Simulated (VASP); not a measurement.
# BeTe: single point with PBE

The system is BeTe.

```
Be Te
1.0
     0.00000    2.82862    2.82862
     2.94233    0.00000    2.82862
     2.94233    2.82862    0.00000
Be Te
1 1
Direct
  0.00000 0.00000 0.00000
  0.25000 0.25000 0.25000
```

This cell differs from its parent crystal: uniaxial x strain +4.0%.

```
Program                : VASP 6.6.1
Task                   : single point
Functional             : PBE
Potentials or basis    : VASP PAW PBE potentials, release 64 (Be, Te)
Cutoff                 : 520 eV
k mesh                 : 8 × 8 × 8
Occupations            : fermi-dirac, width 0.02 eV
Spin                   : no spin polarisation
Dipole correction      : no
Further INCAR settings : ALGO = Normal; EDIFF = 1e-06; NBANDS = 11
```

- Pressure: -1.8 GPa
- Band gap on the k mesh: 1.95 eV, indirect (least direct gap 3.36 eV)

Stress tensor (GPa, compression positive):
```
-3.41  0.00  0.00
 0.00 -0.96  0.00
 0.00  0.00 -0.96
```

Levels at points of the mesh, in eV from the valence-band top:
```tsv
k point	band 2	band 3	band 4	band 5	band 6	band 7
(0.00, 0.00, 0.00)	-0.22	0.00	0.00	3.36	3.56	3.56
(0.50, 0.00, 0.00)	-5.28	-1.28	-0.96	2.82	4.48	4.65
(0.50, 0.50, 0.00)	-4.84	-2.64	-2.57	1.95	2.56	9.18
(0.00, 0.50, 0.50)	-5.04	-2.35	-2.35	2.20	2.87	9.25
```

Wall time 22 s on 1 thread of Intel(R) Xeon(R) Platinum 8488C (Sapphire Rapids), on a shared host, peak memory 0.18 GiB.

Caveat: the cell differs from its parent crystal (uniaxial x strain +4.0%); spin-orbit coupling is left out, which moves the levels of the heavy elements. A k mesh can miss the band edges.
